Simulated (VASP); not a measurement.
# Si (I4_1/amd) in VASP: further runs

The runs below take Si through single point, with LDA.

Everything below comes from runs of VASP 6.6.1. Logs are shortened: lines on timing, memory, paths and dates and some standing lists are left out, and cuts for length are marked.

### Step 1. The cell of the first run

Symmetry: I4_1/amd, No. 141, tetragonal system. Conventional cell: a = 3.782 Å, b = 3.782 Å, c = 5.444 Å, α = 90.00°, β = 90.00°, γ = 90.00°. Si (site symmetry -4m2) has 4 Si at 2.33 Å within 3.1 Å.

### Step 2. Single point, LDA (in-plane strain -0.01, then relaxed in part)

INCAR

```
SYSTEM = Si
  ALGO = Normal
  EDIFF = 1E-6
  ENCUT = 520
  GGA = CA
  ISIF = 2
  ISMEAR = 0
  LASPH = .True.
  LCHARG = .False.
  LREAL = .False.
  LWAVE = .False.
  NBANDS = 11
  NELM = 60
  PREC = Accurate
  SIGMA = 0.01
```

KPOINTS

```
k-points
0
Gamma
  8 8 8
  0 0 0
```

POSCAR

```
Si
1.0
    2.6739691414      2.6739691414      0.0000000000
   -2.6739691414      2.6739691414      0.0000000000
    0.0000000000      2.6739691414      2.7220362833
Si
2
Direct
    0.2500000000      0.7500000000      0.5000000000
    0.0000000000      0.0000000000      0.0000000000
```

Potentials or basis: VASP PAW LDA potentials, release 64 (Si).

Started as:

```console
cat potpaw_LDA.64/Si/POTCAR > POTCAR
mpirun -np 1 vasp_std > vasp.out
```

OUTCAR:

```text
SYSTEM = Si
   EDIFF = 1E-6
   ENCUT = 520
   GGA = CA
   ISIF = 2
   ISMEAR = 0
   LASPH = .True.
   LREAL = .False.
   NELM = 60
   PREC = Accurate

 ion  position               nearest neighbor table
   1  0.250  0.750  0.500-   2 2.33   2 2.33   2 2.33   2 2.33
   2  0.000  0.000  0.000-   1 2.33   1 2.33   1 2.33   1 2.33

  LATTYP: Found a body centered tetragonal cell.
 ALAT       =     3.7815634251
 C/A-ratio  =     1.4396353980

  Lattice vectors:

 A1 = (   2.6739691414,   0.0000000000,  -2.7220362833)
 A2 = (  -2.6739691414,   0.0000000000,  -2.7220362833)
 A3 = (   0.0000000000,   2.6739691414,   2.7220362833)

Analysis of symmetry for initial positions (statically):
=====================================================================
 Subroutine PRICEL returns:
 Original cell was already a primitive cell.

 Routine SETGRP: Setting up the symmetry group for a
 body centered tetragonal supercell.

 Subroutine GETGRP returns: Found 16 space group operations
 (whereof  8 operations were pure point group operations)
 out of a pool of 16 trial point group operations.

The static configuration has the point symmetry D_2d.
 The point group associated with its full space group is D_4h.

Analysis of symmetry for dynamics (positions and initial velocities):
=====================================================================
 Subroutine PRICEL returns:
 Original cell was already a primitive cell.

 Routine SETGRP: Setting up the symmetry group for a
 body centered tetragonal supercell.

 Subroutine GETGRP returns: Found 16 space group operations
 (whereof  8 operations were pure point group operations)
 out of a pool of 16 trial point group operations.

The dynamic configuration has the point symmetry D_2d.
 The point group associated with its full space group is D_4h.

 Subroutine INISYM returns: Found 16 space group operations
 (whereof  8 operations are pure point group operations),
 and found     1 'primitive' translations

----------------------------------------------------------------------------------------

                                     Primitive cell

  volume of cell :      38.9257

  direct lattice vectors                    reciprocal lattice vectors
     2.673969141  2.673969141  0.000000000     0.186987947  0.186987947 -0.183686016
    -2.673969141  2.673969141  0.000000000    -0.186987947  0.186987947 -0.183686016
     0.000000000  2.673969141  2.722036283     0.000000000  0.000000000  0.367372032

  length of vectors
     3.781563425  3.781563425  3.815703408     0.321977541  0.321977541  0.367372032

  position of ions in fractional coordinates (direct lattice)
     0.250000000  0.750000000  0.500000000
     0.000000000  0.000000000  0.000000000

  ion indices of the primitive-cell ions
   primitive index   ion index
                 1           1
                 2           2

----------------------------------------------------------------------------------------

 KPOINTS: k-points

Automatic generation of k-mesh.
 Grid dimensions read from file:
 generate k-points for:    8    8    8

 Generating k-lattice:

  Cartesian coordinates                     Fractional coordinates (reciprocal lattice)
     0.023373493  0.023373493 -0.022960752     0.125000000  0.000000000  0.000000000
    -0.023373493  0.023373493 -0.022960752     0.000000000  0.125000000  0.000000000
     0.000000000  0.000000000  0.045921504     0.000000000  0.000000000  0.125000000

  Length of vectors
     0.040247193  0.040247193  0.045921504

  Shift w.r.t. Gamma in fractional coordinates (k-lattice)
     0.000000000  0.000000000  0.000000000

 Subroutine IBZKPT returns following result:
 ===========================================

 Found     59 irreducible k-points:

 Following reciprocal coordinates:
            Coordinates               Weight
  0.000000  0.000000  0.000000      1.000000
  0.125000  0.000000  0.000000      8.000000
  0.250000  0.000000  0.000000      8.000000
  0.375000  0.000000  0.000000      8.000000
  0.500000  0.000000  0.000000      4.000000
  0.125000  0.125000  0.000000      8.000000
[... 16 lines left out ...]
  0.250000  0.000000  0.125000      4.000000
  0.375000  0.000000  0.125000      8.000000
 [... further k-points ...]
   k-points           NKPTS =     59   k-points in BZ     NKDIM =     59   number of bands    NBANDS=     11
   number of dos      NEDOS =    301   number of ions     NIONS =      2
   total plane-waves  NPLWV =  21952
   dimension x,y,z NGX =    28 NGY =   28 NGZ =   28
   dimension x,y,z NGXF=    56 NGYF=   56 NGZF=   56
   ions per type =               2
   NGX,Y,Z   is equivalent  to a cutoff of  12.31, 12.31, 12.20 a.u.
   NGXF,Y,Z  is equivalent  to a cutoff of  24.62, 24.62, 24.40 a.u.
 SYSTEM =  Si
   PREC   = accura    normal or accurate (medium, high low for compatibility)
   ISTART =      0    job   : 0-new  1-cont  2-samecut
   ICHARG =      2    charge: 1-file 2-atom 10-const
   ISPIN  =      1    spin polarized calculation?
   LNONCOLLINEAR =      F non collinear calculations
   LSORBIT =      F    spin-orbit coupling
   LASPH  =      T    aspherical Exc in radial PAW
   ENCUT  =  520.0 eV  38.22 Ry    6.18 a.u.   7.03  7.03  7.09*2*pi/ulx,y,z
   NELM   =     60;   NELMIN=  2; NELMDL= -5     # of ELM steps
   EDIFF  = 0.1E-05   stopping-criterion for ELM
   LREAL  =      F    real-space projection
[... 7 lines left out ...]
   TEBEG  =    0.0;   TEEND  =   0.0 temperature during run
   PSTRESS=    0.0 pullay stress
   NELECT =       8.0000    total number of electrons
   NUPDOWN=      -1.0000    fix difference up-down
   EMIN   =  10.00;   EMAX   =-10.00  energy-range for DOS
   EFERMI =   0.00;   METHOD = LEGACY
   ISMEAR =     0;   SIGMA  =   0.01  broadening in eV -4-tet -1-fermi 0-gaus
   EFERMI_NEDOS =   21; number of points for ismear=-14 and -15
   IALGO  =     38    algorithm
   IMIX   =      4    mixing-type and parameters
     AMIX     =   0.40;   BMIX     =  1.00
     AMIX_MAG =   1.60;   BMIX_MAG =  1.00
  volume/ion in A,a.u.               =      19.46       131.34
  Fermi-wavevector in a.u.,A,eV,Ry     =   0.966109  1.825680 12.699212  0.933366
  Thomas-Fermi vector in A             =   2.095882
   LORBIT       =      0    0 simple, 1 ext, 2 COOP (PROOUT), +10 PAW based schemes
   GGA     = CA    functional components
   LHFCALC =     F    Hartree Fock is set to
   AEXX    =    0.0000 exact exchange contribution
   IVDW    =     0    specifies the selected vdW correction
   LEPSILON=     F    determine dielectric tensor
   LRPA    =     F    only Hartree local field effects (RPA)
 non-spin polarized calculation
 Gauss-broadening in eV      SIGMA  =   0.01
  energy-cutoff  :      520.00
  volume of cell :       38.93
 maximum number of plane-waves:      1060
   NGX = 13   NGY = 13   NGZ = 15

 number of electron       8.0000001 magnetization

 Free energy of the ion-electron system (eV)
  ---------------------------------------------------
  ext. energy  EPLUGINS =         0.00000000
  ---------------------------------------------------
  free energy    TOTEN  =       -11.91098935 eV

  energy without entropy =      -11.91098935  energy(sigma->0) =      -11.91098935

 E-fermi :   6.1896     XC(G=0):  -9.7120

 val. band max:        6.1069544023   @ k =   0.0000   0.0000   0.0000
 cond. band min:       6.4800963743   @ k =  -0.3750   0.3750   0.0000
 fundamental gap:      0.3731419720
 Fermi energy:         6.1896266367

 k-point     1 :       0.0000    0.0000    0.0000
  band No.  band energies     occupation
      1      -6.0890      2.00000
      2       5.9781      2.00000
      3       6.1070      2.00000
      4       6.1070      2.00000
      5       8.5796      0.00000
      6       8.5796      0.00000
      7       8.6419      0.00000
      8       9.5946      0.00000
      9      13.6361      0.00000
     10      13.8616      0.00000
     11      13.9719      0.00000

 k-point     2 :       0.1250    0.0000    0.0000
  band No.  band energies     occupation
      1      -5.8798      2.00000
      2       4.4409      2.00000
      3       5.7164      2.00000
      4       5.8173      2.00000
      5       8.5594      0.00000
      6       9.0204      0.00000
      7       9.0562      0.00000
      8      10.8972      0.00000
      9      13.1572      0.00000
     10      13.4201      0.00000
     11      14.6821      0.00000

 k-point     3 :       0.2500    0.0000    0.0000
  band No.  band energies     occupation
      1      -5.2684      2.00000
      2       2.0683      2.00000
      3       5.2191      2.00000
      4       5.3545      2.00000
      5       8.0816      0.00000
      6       9.5272      0.00000
      7       9.5759      0.00000
      8      13.0338      0.00000
      9      13.2223      0.00000
     10      13.2777      0.00000
     11      14.9481      0.00000

 k-point     4 :       0.3750    0.0000    0.0000
  band No.  band energies     occupation
      1      -4.3461      2.00000
      2      -0.0008      2.00000
      3       4.8743      2.00000
      4       5.0388      2.00000
      5       7.7112      0.00000
      6       9.4117      0.00000
      7       9.5309      0.00000
      8      13.8062      0.00000
      9      14.6150      0.00000
     10      14.6960      0.00000
     11      15.8216      0.00000
[... 239 lines left out ...]
 k-point    22 :       0.0000    0.0000    0.1250
  band No.  band energies     occupation
      1      -5.8151      2.00000
      2       4.6628      2.00000
      3       5.2811      2.00000
      4       5.2811      2.00000
      5       8.0759      0.00000
      6       9.7495      0.00000
      7       9.7495      0.00000
      8      10.5719      0.00000
      9      12.3510      0.00000
     10      14.2727      0.00000
     11      14.9534      0.00000

 k-point    23 :       0.2500    0.0000    0.1250
  band No.  band energies     occupation
      1      -5.5294      2.00000
      2       3.3515      2.00000
      3       4.3087      2.00000
      4       5.8388      2.00000
      5       9.1550      0.00000
      6       9.2071      0.00000
      7       9.3069      0.00000
      8      11.6154      0.00000
      9      12.4456      0.00000
     10      14.2358      0.00000
     11      15.6989      0.00000

 k-point    24 :       0.3750    0.0000    0.1250
  band No.  band energies     occupation
      1      -4.7956      2.00000
      2       1.3464      2.00000
      3       3.6130      2.00000
      4       5.3636      2.00000
      5       8.8514      0.00000
      6       9.7330      0.00000
      7       9.8094      0.00000
      8      12.3158      0.00000
      9      12.5232      0.00000
     10      15.7240      0.00000
     11      16.3719      0.00000

 [... further k-points ...]

------------------------ aborting loop because EDIFF is reached ----------------------------------------

  FORCE on cell =-STRESS in cart. coord.  units (eV):
  Direction    XX          YY          ZZ          XY          YZ          ZX
  --------------------------------------------------------------------------------------
  -------------------------------------------------------------------------------------
  Total        0.4531612      0.4531612      0.0216562      0.0000000      0.0000000      0.0000000
  in kB       18.6520512     18.6520512      0.8913680      0.0000000      0.0000000      0.0000000
  external PRESSURE =      12.7318235 kB  Pullay stress =       0.0000000 kB

 VOLUME and BASIS-vectors are now :
 -----------------------------------------------------------------------------
  energy-cutoff  :      520.00
  volume of cell :       38.93
      direct lattice vectors                 reciprocal lattice vectors
     2.673969141  2.673969141  0.000000000     0.186987947  0.186987947 -0.183686016
    -2.673969141  2.673969141  0.000000000    -0.186987947  0.186987947 -0.183686016
     0.000000000  2.673969141  2.722036283     0.000000000  0.000000000  0.367372032

 POSITION                                       TOTAL-FORCE (eV/Angst)
 -----------------------------------------------------------------------------------
     -1.33698      4.01095      1.36102         0.000000     -0.000000      0.000000
      0.00000      0.00000      0.00000        -0.000000      0.000000      0.000000
 -----------------------------------------------------------------------------------
    total drift:                                0.000000     -0.000000     -0.000000

  FREE ENERGIE OF THE ION-ELECTRON SYSTEM (eV)
  ---------------------------------------------------
  free  energy   TOTEN  =       -11.9109893497 eV

  energy  without entropy=      -11.9109893497  energy(sigma->0) =      -11.91098935
```

It used 15 s of CPU time on 1 thread of Intel Xeon 6975P-C, on a shared host.

Results:

- Free energy: -11.9110 eV
- Pressure: 1.3 GPa
- Band gap on the k mesh: 0.37 eV, indirect (least direct gap 2.47 eV)

Caveat: the cell differs from its parent crystal (in-plane strain -0.01, then relaxed in part). A k mesh can miss the band edges.

### Step 3. Single point, LDA (in-plane strain -0.01)

INCAR

```
PREC     = Accurate       # precision mode
ENCUT    = 520            # plane-wave cutoff, eV
EDIFF    = 1E-6           # SCF threshold, eV
ISMEAR   = 0              # smearing method
SIGMA    = 0.01           # smearing width, eV
LREAL    = False          # projectors in reciprocal space
LASPH    = True           # aspherical terms in the spheres
NELM     = 80             # most SCF steps
ALGO     = Normal         # electronic algorithm
ISIF     = 2              # what is computed and relaxed
LWAVE    = False          # write WAVECAR
LCHARG   = True           # write CHGCAR
GGA      = CA             # functional
LELF     = True           # ELF
LVHAR    = True         
NBANDS   = 11             # bands
```

KPOINTS

```
Automatic mesh
0
Gamma
  8 8 8
```

POSCAR: that of step 2 with these lines changed.

```diff
@@ -4,3 +4,3 @@
    -2.6739691414      2.6739691414      0.0000000000
-    0.0000000000      2.6739691414      2.7220362833
+    0.0000000000      2.6739691414      2.7171848043
 Si
```

Potentials or basis: VASP PAW LDA potentials, release 64 (Si).

Started as:

```console
cat potpaw_LDA.64/Si/POTCAR > POTCAR
mpirun -np 1 vasp_std > vasp.out
```

It used 16 s of CPU time on 1 thread of Intel Xeon 6975P-C, on a shared host.

Results (log left out):

| Item | Value |
| --- | --- |
| Free energy | -11.9109 eV |
| Pressure | 1.5 GPa |
| Band gap on the k mesh | 0.38 eV, indirect (least direct gap 2.48 eV) |

Stress tensor (GPa, compression positive):
```
1.99 0.00 0.00
0.00 1.99 0.00
0.00 0.00 0.40
```

Levels at points of the mesh, in eV from the valence-band top:
```csv
k point,band 1,band 2,band 3,band 4,band 5,band 6,band 7,band 8
"(0.00, 0.00, 0.00)",-12.20,-0.12,0.00,0.00,2.48,2.48,2.54,3.51
"(0.50, 0.00, 0.00)",-9.79,-7.17,-1.34,-1.18,1.49,3.19,3.30,7.52
"(0.50, 0.50, 0.00)",-7.92,-7.92,-3.01,-3.01,0.46,0.46,10.14,10.14
"(0.00, 0.00, 0.50)",-8.02,-8.02,-2.89,-2.89,0.59,0.59,10.21,10.21
```

Caveat: the cell differs from its parent crystal (in-plane strain -0.01).
